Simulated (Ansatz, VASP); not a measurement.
## One calculation of SnO, two programs

The input INCAR:

```
SYSTEM = SnO
  PREC = Accurate
  ENCUT = 520
  EDIFF = 1E-7
  ISMEAR = 0
  SIGMA = 0.01
  LREAL = .False.
  LASPH = .True.
  NELM = 100
  ALGO = Normal
  ISIF = 2
  LWAVE = .False.
  LCHARG = .False.
  NBANDS = 28
```

Contents of KPOINTS:

```
Automatic mesh
0
Gamma
  4 4 4
  0 0 0
```

POSCAR

```
SnO
1.0
    3.7986000000      0.0000000000      0.0000000000
    0.0000000000      3.7986000000      0.0000000000
    0.0000000000      0.0000000000      4.8408000000
Sn O
2 2
Direct
    0.5000000000      0.0000000000      0.2369000000
    0.0000000000      0.5000000000      0.7631000000
    0.0000000000      0.0000000000      0.0000000000
    0.5000000000      0.5000000000      0.0000000000
```

Input for Ansatz:

```yaml
crystal:
  lattice:
    - [3.7986, 0.0, 0.0]
    - [0.0, 3.7986, 0.0]
    - [0.0, 0.0, 4.8408]
  atoms:
    - { symbol: Sn, position: [0.5, 0.0, 0.2369] }
    - { symbol: Sn, position: [0.0, 0.5, 0.7631] }
    - { symbol: O, position: [0.0, 0.0, 0.0] }
    - { symbol: O, position: [0.5, 0.5, 0.0] }
kpoints:
  mp_grid:
    grid: [4, 4, 4]
hamiltonian:
  xc: lda
scf:
  occupations:
    method: fixed
output:
  stress: true
```

Alike in both runs: task single point; functional LDA; k mesh 4 × 4 × 4; no spin polarisation.

```csv
,VASP,Ansatz
version,VASP 6.6.1,Ansatz 0.2.0
potentials or method,"VASP PAW LDA potentials, release 64 (Sn_d, O)","plane waves, PAW"
plane-wave cutoff (eV),520,420
occupations,"gaussian, width 0.01 eV",fixed
valence electrons in the cell,40,40
```

VASP gave:

* pressure (GPa): -1.9
* traceless stress, the component that is largest in VASP (GPa): 0.17

Problem. What did Ansatz give for the same quantities?

Solution. Pressure (GPa): -2.2; traceless stress, the component that is largest in VASP (GPa): 0.15.

LDA's correlation is that of Perdew and Zunger in VASP and of Perdew and Wang (1992) in Ansatz.
